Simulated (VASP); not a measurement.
Here is a VASP 6.6.1 calculation.

INCAR

```
ALGO = Normal
EDIFF = 1E-6
ENCUT = 520
GGA = PE
ISIF = 2
ISMEAR = 0
LASPH = T
LCHARG = F
LREAL = F
LWAVE = F
NBANDS = 23
NELM = 80
PREC = Accurate
SIGMA = 0.1
```

Contents of KPOINTS:

```
k-points
0
Gamma
  18 18 10
```

POSCAR

```
HfN
1.0
    3.1909636049      0.0000000000      0.0000000000
   -1.5954818024      2.7634555444      0.0000000000
    0.0000000000      0.0000000000      5.2327898148
Hf N
2 2
Direct
    0.6666666663      0.3333333337      0.7500000000
    0.3333333337      0.6666666663      0.2500000000
    0.0000000000      0.0000000000      0.0000000000
    0.0000000000      0.0000000000      0.5000000000
```

Potentials or basis: VASP PAW PBE potentials, release 64 (Hf_pv, N).

The run is started by

```bash
$ cat potpaw_PBE.64/Hf_pv/POTCAR potpaw_PBE.64/N/POTCAR > POTCAR
$ mpirun -np 1 vasp_std > vasp.out
```

Task: Estimate the band gap on the k mesh.

Result: Zero (band 15 reaches 9.99 eV, above the bottom of band 16 at 7.52 eV).

Task: What does it give for the pressure?

Result: 3.6 GPa.

Stress tensor (GPa, compression positive):
```
-4.16  0.00  0.00
 0.00 -4.16  0.00
 0.00  0.00 19.01
```

Caveat: the cell differs from its parent crystal (uniaxial strain along c: -4.0 %); spin-orbit coupling is left out, which moves the levels of the heavy elements.
